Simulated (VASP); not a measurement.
La2O3, 5 atoms in the cell. The structure is trigonal, space group P-3m1 (No. 164). Conventional cell: a = 3.883 Å, b = 3.883 Å, c = 5.951 Å, α = 90.00°, β = 90.00°, γ = 120.00°. Within 3.1 Å of La (site symmetry 3m) lie 7 O at 2.33 to 2.67 Å. Within 3.1 Å of O (site symmetry 3m) lie 4 La at 2.33 to 2.40 Å and 6 O at 2.84 to 3.07 Å. O (site symmetry -3m) has 6 La at 2.67 Å and 6 O at 3.07 Å within 3.5 Å. 

- Program: VASP 6.6.1
- Task: single point
- Functional: LDA
- Potentials or basis: VASP PAW LDA potentials, release 64 (La, O)
- Cutoff: 520 eV
- k mesh: 6 × 6 × 4
- Occupations: gaussian, width 0.02 eV
- Spin: no spin polarisation
- Dipole correction: no
- Further INCAR settings: ALGO = Normal; EDIFF = 1e-07; NBANDS = 28

Potentials or basis: VASP PAW LDA potentials, release 64 (La, O).

Launch:

```bash
$ cat potpaw_LDA.64/La/POTCAR potpaw_LDA.64/O/POTCAR > POTCAR
$ mpirun -np 1 vasp_std > vasp.out
```

Hardware: 1 thread of Intel Xeon 8259CL (shared host).

How long does it take, and how much memory?

Wall time 2.3 min on 1 thread of Intel Xeon 8259CL, on a shared host, peak memory 0.2 GiB. Counts: scf iterations 17, k points 24.
